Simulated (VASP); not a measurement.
The system is Sr.

```
Sr
1.0
     0.00000    4.02633    4.02633
     4.02633    0.00000    4.02633
     4.02633    4.02633    0.00000
Sr
2
Cartesian
  4.0263 4.0263 4.0263
  6.0395 6.0395 6.0395
```

This isn't the form of Sr at room conditions, which is fcc.

| Quantity | Value |
| --- | --- |
| Program | VASP 6.6.1 |
| Task | relaxation of cell and atoms |
| Functional | PBEsol |
| Potentials or basis | VASP PAW PBE potentials, release 64 (Sr_sv) |
| Cutoff | 600 eV |
| k mesh | 12 × 12 × 12 |
| Occupations | gaussian, width 0.1 eV |
| Spin | no spin polarisation |

At the start: pressure 1.5 GPa; volume 65.27 Å³/atom.

Problem. Where does the relaxation end?

Solution. Over 6 steps the energy falls by 172.7 meV/atom and the volume is 103.58 Å³/atom (+58.7 %); space group Fd-3m (No. 227, to 0.1 Å) before and after.

Step by step:
| step | energy change (eV) | largest force (eV/Å) | pressure (GPa) | volume (Å³) |
| --- | --- | --- | --- | --- |
| 1 | 0.0000 | 0.0000 | 1.51 | 130.54 |
| 2 | -0.1030 | 0.0000 | 1.27 | 142.49 |
| 3 | -0.3144 | 0.0000 | 0.42 | 182.67 |
| 4 | -0.1516 | 0.0000 | -0.58 | 284.33 |
| 5 | -0.3446 | 0.0000 | -0.06 | 211.65 |
| 6 | -0.3455 | 0.0000 | 0.01 | 207.15 |

Final structure:
```xyz
2
Lattice="0.0000 4.6963 4.6963 4.6963 0.0000 4.6963 4.6963 4.6963 0.0000" Properties=species:S:1:pos:R:3 pbc="T T T"
Sr    4.6963    4.6963    4.6963
Sr    7.0444    7.0444    7.0444
```

Caveat: the volume moved by over 15 % at a fixed basis, so the end points are rough; the PAW data sets were made with another functional, which shifts forces and pressure a little.
